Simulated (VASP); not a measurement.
# Hf3N2 (R-3m) in VASP: further runs

Runs on Hf3N2. Level: PBEsol. Tasks: relaxation of cell and atoms, single point.

Program: VASP 6.6.1. These are calculated values, not measurements. Logs are shortened: lines on timing, memory, paths and dates and some standing lists are left out, and cuts for length are marked.

## 1. The cell of the first run

The structure is trigonal, space group R-3m (No. 166). Conventional cell: a = 3.199 Å, b = 3.199 Å, c = 23.265 Å, α = 90.00°, β = 90.00°, γ = 120.00°. Within 3.0 Å of Hf (site symmetry 3m) lie 3 N at 2.29 Å. Hf (site symmetry -3m) has 6 N at 2.24 Å within 3.0 Å. N (site symmetry 3m) has 6 Hf at 2.24 to 2.29 Å within 3.0 Å.

## 2. Relaxation of cell and atoms, PBEsol

Input file INCAR:

```
SYSTEM = Hf3N2
  ALGO = Normal
  EDIFF = 1E-6
  EDIFFG = -0.01
  ENCUT = 600
  GGA = PS
  IBRION = 2
  ISIF = 3
  ISMEAR = 0
  LASPH = .TRUE.
  LCHARG = .FALSE.
  LREAL = .FALSE.
  LWAVE = .FALSE.
  NELM = 100
  NSW = 80
  PREC = Accurate
  SIGMA = 0.1
```

Input file KPOINTS:

```
k-points
0
G
  1 1 1
  0 0 0
```

Input file POSCAR:

```
Hf3N2
1.0
    1.5994260774      0.9234290764      7.7548432223
   -1.5994260774      0.9234290764      7.7548432223
    0.0000000000     -1.8468581527      7.7548432223
Hf N
3 2
Direct
    0.7794186600      0.7794186600      0.7794186600
    0.2205813400      0.2205813400      0.2205813400
    0.0000000000      0.0000000000      0.0000000000
    0.6119155300      0.6119155300      0.6119155300
    0.3880844700      0.3880844700      0.3880844700
```

Potentials or basis: VASP PAW PBE potentials, release 64 (Hf_pv, N).

Launch:

```console
$ cat potpaw_PBE.64/Hf_pv/POTCAR potpaw_PBE.64/N/POTCAR > POTCAR
$ mpirun -np 1 vasp_gam > vasp.out
```

OUTCAR:

```text
SYSTEM = Hf3N2
   EDIFF = 1E-6
   EDIFFG = -0.01
   ENCUT = 600
   GGA = PS
   IBRION = 2
   ISIF = 3
   ISMEAR = 0
   LASPH = .TRUE.
   LREAL = .FALSE.
   NELM = 100
   NSW = 80
   PREC = Accurate

 ion  position               nearest neighbor table
   1  0.779  0.779  0.779-   5 2.29   5 2.29   5 2.29   2 3.12   2 3.12   2 3.12   3 3.21   3 3.21
                             3 3.21
   2  0.221  0.221  0.221-   4 2.29   4 2.29   4 2.29   1 3.12   1 3.12   1 3.12   3 3.21   3 3.21
                             3 3.21
   3  0.000  0.000  0.000-   4 2.24   4 2.24   5 2.24   5 2.24   4 2.24   5 2.24   2 3.21   1 3.21
                             2 3.21   1 3.21   2 3.21   1 3.21
   4  0.612  0.612  0.612-   3 2.24   3 2.24   3 2.24   2 2.29   2 2.29   2 2.29
   5  0.388  0.388  0.388-   3 2.24   3 2.24   3 2.24   1 2.29   1 2.29   1 2.29

  LATTYP: Found a trigonal (rhomboedric) cell.
 ALAT       =     7.9717299527
 COS(alpha) =     0.9194893776

  Lattice vectors:

 A1 = (   1.5994260774,   0.9234290764,   7.7548432223)
 A2 = (  -1.5994260774,   0.9234290764,   7.7548432223)
 A3 = (   0.0000000000,  -1.8468581527,   7.7548432223)

Analysis of symmetry for initial positions (statically):
=====================================================================
 Subroutine PRICEL returns:
 Original cell was already a primitive cell.

 Routine SETGRP: Setting up the symmetry group for a
 trigonal (rhombohedral) supercell.

 Subroutine GETGRP returns: Found 12 space group operations
 (whereof 12 operations were pure point group operations)
 out of a pool of 12 trial point group operations.

The static configuration has the point symmetry D_3d.

Analysis of symmetry for dynamics (positions and initial velocities):
=====================================================================
 Subroutine PRICEL returns:
 Original cell was already a primitive cell.

 Routine SETGRP: Setting up the symmetry group for a
 trigonal (rhombohedral) supercell.

 Subroutine GETGRP returns: Found 12 space group operations
 (whereof 12 operations were pure point group operations)
 out of a pool of 12 trial point group operations.

The dynamic configuration has the point symmetry D_3d.

 Subroutine INISYM returns: Found 12 space group operations
 (whereof 12 operations are pure point group operations),
 and found     1 'primitive' translations

----------------------------------------------------------------------------------------

                                     Primitive cell

  volume of cell :      68.7214

  direct lattice vectors                    reciprocal lattice vectors
     1.599426077  0.923429076  7.754843222     0.312612134  0.180486700  0.042983891
    -1.599426077  0.923429076  7.754843222    -0.312612134  0.180486700  0.042983891
     0.000000000 -1.846858153  7.754843222     0.000000000 -0.360973400  0.042983891

  length of vectors
     7.971729953  7.971729953  7.971729953     0.363523604  0.363523604  0.363523604

  position of ions in fractional coordinates (direct lattice)
     0.779418660  0.779418660  0.779418660
     0.220581340  0.220581340  0.220581340
     0.000000000  0.000000000  0.000000000
     0.611915530  0.611915530  0.611915530
     0.388084470  0.388084470  0.388084470

  ion indices of the primitive-cell ions
   primitive index   ion index
                 1           1
                 2           2
                 3           3
                 4           4
                 5           5

----------------------------------------------------------------------------------------

 KPOINTS: k-points

Automatic generation of k-mesh.
 Grid dimensions read from file:
 generate k-points for:    1    1    1

 Generating k-lattice:

  Cartesian coordinates                     Fractional coordinates (reciprocal lattice)
     0.312612134  0.180486700  0.042983891     1.000000000 -0.000000000  0.000000000
    -0.312612134  0.180486700  0.042983891    -0.000000000  1.000000000  0.000000000
     0.000000000 -0.360973400  0.042983891     0.000000000  0.000000000  1.000000000

  Length of vectors
     0.363523604  0.363523604  0.363523604

  Shift w.r.t. Gamma in fractional coordinates (k-lattice)
     0.000000000  0.000000000  0.000000000

 Subroutine IBZKPT returns following result:
 ===========================================

 Found      1 irreducible k-points:

 Following reciprocal coordinates:
            Coordinates               Weight
  0.000000  0.000000  0.000000      1.000000
   k-points           NKPTS =      1   k-points in BZ     NKDIM =      1   number of bands    NBANDS=     24
   number of dos      NEDOS =    301   number of ions     NIONS =      5
   total plane-waves  NPLWV = 262144
   dimension x,y,z NGX =    64 NGY =   64 NGZ =   64
   dimension x,y,z NGXF=   128 NGYF=  128 NGZF=  128
   ions per type =               3   2
   NGX,Y,Z   is equivalent  to a cutoff of  13.35, 13.35, 13.35 a.u.
   NGXF,Y,Z  is equivalent  to a cutoff of  26.69, 26.69, 26.69 a.u.
 SYSTEM =  Hf3N2
   PREC   = accura    normal or accurate (medium, high low for compatibility)
   ISTART =      0    job   : 0-new  1-cont  2-samecut
   ICHARG =      2    charge: 1-file 2-atom 10-const
   ISPIN  =      1    spin polarized calculation?
   LNONCOLLINEAR =      F non collinear calculations
   LSORBIT =      F    spin-orbit coupling
   LASPH  =      T    aspherical Exc in radial PAW
   ENCUT  =  600.0 eV  44.10 Ry    6.64 a.u.  15.92 15.92 15.92*2*pi/ulx,y,z
   NELM   =    100;   NELMIN=  2; NELMDL= -5     # of ELM steps
   EDIFF  = 0.1E-05   stopping-criterion for ELM
   LREAL  =      F    real-space projection
   EDIFFG = -.1E-01   stopping-criterion for IOM
   NSW    =     80    number of steps for IOM
   IBRION =      2    ionic relax: 0-MD 1-quasi-New 2-CG
   NFREE  =      1    steps in history (QN), initial steepest desc. (CG)
   ISIF   =      3    stress and relaxation
   ISYM   =      2    0-nonsym 1-usesym 2-fastsym
   POTIM  = 0.5000    time-step for ionic-motion
   TEBEG  =    0.0;   TEEND  =   0.0 temperature during run
   PSTRESS=    0.0 pullay stress
   NELECT =      40.0000    total number of electrons
   NUPDOWN=      -1.0000    fix difference up-down
   EMIN   =  10.00;   EMAX   =-10.00  energy-range for DOS
   EFERMI =   0.00;   METHOD = LEGACY
   ISMEAR =     0;   SIGMA  =   0.10  broadening in eV -4-tet -1-fermi 0-gaus
   EFERMI_NEDOS =   21; number of points for ismear=-14 and -15
   IALGO  =     38    algorithm
   IMIX   =      4    mixing-type and parameters
     AMIX     =   0.40;   BMIX     =  1.00
     AMIX_MAG =   1.60;   BMIX_MAG =  1.00
  volume/ion in A,a.u.               =      13.74        92.75
  Fermi-wavevector in a.u.,A,eV,Ry     =   1.366881  2.583031 25.420646  1.868365
  Thomas-Fermi vector in A             =   2.492983
   LORBIT       =      0    0 simple, 1 ext, 2 COOP (PROOUT), +10 PAW based schemes
   GGA     = PS    functional components
   LHFCALC =     F    Hartree Fock is set to
   AEXX    =    0.0000 exact exchange contribution
   IVDW    =     0    specifies the selected vdW correction
   LEPSILON=     F    determine dielectric tensor
   LRPA    =     F    only Hartree local field effects (RPA)
 conjugate gradient relaxation of ions
 non-spin polarized calculation
 Gauss-broadening in eV      SIGMA  =   0.10
  energy-cutoff  :      600.00
  volume of cell :       68.72
 maximum number of plane-waves:      1150
 NGX is ok and might be reduce to    64
   NGX = 31   NGY = 31   NGZ = 31

--------------------------------------- Ionic step        1  -------------------------------------------

 number of electron      39.9999999 magnetization

 Free energy of the ion-electron system (eV)
  ---------------------------------------------------
  ext. energy  EPLUGINS =         0.00000000
  ---------------------------------------------------
  free energy    TOTEN  =       -48.30649474 eV

  energy without entropy =      -48.30494082  energy(sigma->0) =      -48.30571778

------------------------ aborting loop because EDIFF is reached ----------------------------------------

  FORCE on cell =-STRESS in cart. coord.  units (eV):
  Direction    XX          YY          ZZ          XY          YZ          ZX
  --------------------------------------------------------------------------------------
  -------------------------------------------------------------------------------------
  Total       11.3001659     11.3001659      8.0999439      0.0000000      0.0000000      0.0000000
  in kB      263.4531593    263.4531593    188.8428736      0.0000000      0.0000000      0.0000000
  external PRESSURE =     238.5830640 kB  Pullay stress =       0.0000000 kB
[... 98 lines left out ...]
  FREE ENERGIE OF THE ION-ELECTRON SYSTEM (eV)
  ---------------------------------------------------
  free  energy   TOTEN  =       -49.5469907403 eV

  energy  without entropy=      -49.3450236293  energy(sigma->0) =      -49.44600718

[... ionic steps 4 to 28 ...]

--------------------------------------- Ionic step       29  -------------------------------------------

 number of electron      40.0000001 magnetization

------------------------ aborting loop because EDIFF is reached ----------------------------------------

  FORCE on cell =-STRESS in cart. coord.  units (eV):
  Direction    XX          YY          ZZ          XY          YZ          ZX
  --------------------------------------------------------------------------------------
  -------------------------------------------------------------------------------------
  Total        0.0049174      0.0049174     -0.0344221      0.0000000     -0.0000000      0.0000000
  in kB        0.1209994      0.1209994     -0.8469940      0.0000000     -0.0000000      0.0000000
  external PRESSURE =      -0.2016651 kB  Pullay stress =       0.0000000 kB
[... 63 lines left out ...]
  energy  without entropy=      -64.7920334608  energy(sigma->0) =      -64.79203346

--------------------------------------- Ionic step       31  -------------------------------------------

 number of electron      40.0000001 magnetization

 Free energy of the ion-electron system (eV)
  ---------------------------------------------------
  ext. energy  EPLUGINS =         0.00000000
  ---------------------------------------------------
  free energy    TOTEN  =       -64.79203781 eV

  energy without entropy =      -64.79203781  energy(sigma->0) =      -64.79203781

 E-fermi :   4.6990     XC(G=0): -12.2582

 val. band max:        4.2228722861   @ k =   0.0000   0.0000   0.0000
 cond. band min:       7.3656423826   @ k =   0.0000   0.0000   0.0000
 fundamental gap:      3.1427700965
 Fermi energy:         4.6990112082

 k-point     1 :       0.0000    0.0000    0.0000
  band No.  band energies     occupation
      1     -25.1016      2.00000
      2     -24.4321      2.00000
      3     -24.4321      2.00000
      4     -24.3824      2.00000
      5     -24.0704      2.00000
      6     -24.0704      2.00000
[... 48 lines left out ...]
  FREE ENERGIE OF THE ION-ELECTRON SYSTEM (eV)
  ---------------------------------------------------
  free  energy   TOTEN  =       -64.7920378100 eV

  energy  without entropy=      -64.7920378100  energy(sigma->0) =      -64.79203781

 reached required accuracy - stopping structural energy minimisation
```

Run time: 12 min. Hardware: 1 thread of Intel Xeon Platinum 8375C at 2.90GHz (Ice Lake), shared host; peak memory 0.63 GiB.

Results:

```yaml
Free_energy: -64.7920 eV
Relaxed_volume: 13.02 Å³/atom
Relaxed_cell: a = 6.801 Å, b = 6.801 Å, c = 6.801 Å, α = 28.92°, β = 28.92°, γ = 28.92°
Space_group_after_relaxing_to_0.05_Å: R-3m (No. 166)
Energy_gained_by_relaxing: 3297.1 meV/atom
Ionic_steps: 31
Pressure_after_relaxing: 0.0 GPa
Band_gap_on_the_k_mesh: 3.14 eV
```

Forces on the atoms (eV/Å):
```
Hf   0.000  0.000  0.001
Hf   0.000  0.000 -0.001
Hf   0.000  0.000  0.000
N    0.000  0.000  0.002
N    0.000  0.000 -0.002
```

The path:
| step | energy change (eV) | largest force (eV/Å) | pressure (GPa) | volume (Å³) |
| --- | --- | --- | --- | --- |
| 1 | 0.0000 | 4.0331 | 23.86 | 68.72 |
| 2 | -1.0496 | 6.9079 | -27.37 | 91.13 |
| 3 | -1.2405 | 4.2327 | -14.62 | 81.96 |
| 4 | -6.1553 | 10.8214 | -30.83 | 84.00 |
| 5 | -11.9092 | 1.3923 | -28.53 | 88.04 |
| 6 | -12.1685 | 5.3819 | -39.59 | 87.05 |
| 7 | -12.4651 | 3.9567 | -38.12 | 87.39 |
| 8 | -13.6140 | 1.3871 | -27.98 | 82.67 |
| 9 | -13.6445 | 1.5815 | -25.21 | 81.85 |
| 10 | -14.6159 | 1.7429 | -21.83 | 78.49 |
| 11 | -15.9329 | 2.1484 | -9.17 | 71.88 |
| 12 | -13.4579 | 3.1469 | 62.88 | 59.33 |
| 13 | -16.1087 | 2.3030 | -2.29 | 69.63 |
| 14 | -16.1245 | 2.3766 | 1.18 | 68.69 |
| 15 | -16.2169 | 1.8127 | 0.65 | 68.55 |
| 16 | -16.3540 | 0.7911 | -0.47 | 68.13 |
| 17 | -16.3574 | 0.8992 | -0.58 | 68.05 |
| 18 | -16.3975 | 0.6818 | -1.96 | 67.85 |
| 19 | -16.4497 | 0.0196 | -5.56 | 67.22 |
| 20 | -16.4751 | 0.1069 | -2.97 | 66.13 |
| 21 | -16.4827 | 0.1873 | -0.50 | 65.17 |
| 22 | -16.4847 | 0.1214 | -0.17 | 65.16 |
| 23 | -16.4853 | 0.0555 | 0.16 | 65.14 |
| 24 | -16.4854 | 0.0348 | -0.02 | 65.18 |
| 25 | -16.4854 | 0.0183 | -0.16 | 65.21 |
| 26 | -16.4855 | 0.0151 | -0.13 | 65.18 |
| 27 | -16.4855 | 0.0269 | 0.06 | 65.11 |
| 28 | -16.4855 | 0.0237 | 0.05 | 65.13 |
| 29 | -16.4855 | 0.0109 | -0.02 | 65.11 |
| 30 | -16.4855 | 0.0112 | -0.06 | 65.11 |
| 31 | -16.4855 | 0.0024 | 0.01 | 65.08 |

Final structure:
```
CELL_PARAMETERS angstrom
1.69853 0.98065 6.51224
-1.69853 0.98065 6.51224
0.00000 -1.96130 6.51224
ATOMIC_POSITIONS crystal
Hf 0.74526 0.74526 0.74526
Hf 0.25474 0.25474 0.25474
Hf 0.00000 0.00000 0.00000
N 0.61830 0.61830 0.61830
N 0.38170 0.38170 0.38170
```

Caveat: the k points lie up to 2.16 Å⁻¹ apart in the final cell; the PAW data sets were made with another functional, which shifts forces and pressure a little; spin-orbit coupling is left out, which moves the levels of the heavy elements. A k mesh can miss the band edges.

## 3. Single point, PBEsol

This run uses another cell than the first one, of 13.66 Å³/atom, 0.994 times its volume.

Input file INCAR:

```
ALGO     = Normal         # electronic algorithm
EDIFF    = 1E-7           # SCF threshold, eV
ENCUT    = 520            # plane-wave cutoff, eV
GGA      = PS             # functional
ISIF     = 2              # what is computed and relaxed
ISMEAR   = 0              # smearing method
LASPH    = T              # aspherical terms in the spheres
LCHARG   = F              # write CHGCAR
LREAL    = F              # projectors in reciprocal space
LWAVE    = F              # write WAVECAR
NBANDS   = 28             # bands
NELM     = 100            # most SCF steps
PREC     = Accurate       # precision mode
SIGMA    = 0.1            # smearing width, eV
```

Input file KPOINTS:

```
k-points
0
Gamma
  3 3 3
```

Input file POSCAR:

```
Hf3N2
1.0
    1.5967787123      0.9219006194      7.7318712923
   -1.5967787123      0.9219006194      7.7318712923
    0.0000000000     -1.8438012388      7.7318712923
Hf N
3 2
Direct
    0.7790972903      0.7790972903      0.7790972903
    0.2209027097      0.2209027097      0.2209027097
    0.0000000000      0.0000000000      0.0000000000
    0.6109918221      0.6109918221      0.6109918221
    0.3890081779      0.3890081779      0.3890081779
```

Potentials or basis: VASP PAW PBE potentials, release 64 (Hf_pv, N).

Launch:

```console
$ cat potpaw_PBE.64/Hf_pv/POTCAR potpaw_PBE.64/N/POTCAR > POTCAR
$ mpirun -np 1 vasp_std > vasp.out
```

Wall time 68 s (1 thread of Intel Xeon Platinum 8375C at 2.90GHz (Ice Lake), shared host); peak memory 0.46 GiB.

Results (log left out):

```
Free energy            : -56.8178 eV
Pressure               : -1.4 GPa
Largest force          : 0.072 eV/Å
Band gap on the k mesh : zero (band 20 reaches 7.05 eV, above the bottom of band 21 at 6.59 eV)
```

Forces in eV/Å, atoms in the order of the input:
```
Hf   0.000  0.000 -0.072
Hf   0.000  0.000  0.072
Hf   0.000  0.000  0.000
N    0.000  0.000  0.039
N    0.000  0.000 -0.039
```

Levels at points of the mesh, in eV from the Fermi level:
```
           k point  band 17  band 18  band 19  band 20  band 21  band 22  band 23  band 24
(0.00, 0.00, 0.00)    -3.67    -2.98     0.38     0.43     0.64     0.64     1.93     1.93
```

Caveat: the k points lie up to 0.76 Å⁻¹ apart; the PAW data sets were made with another functional, which shifts forces and pressure a little; spin-orbit coupling is left out, which moves the levels of the heavy elements.

(Continued in part 2 of 2.)
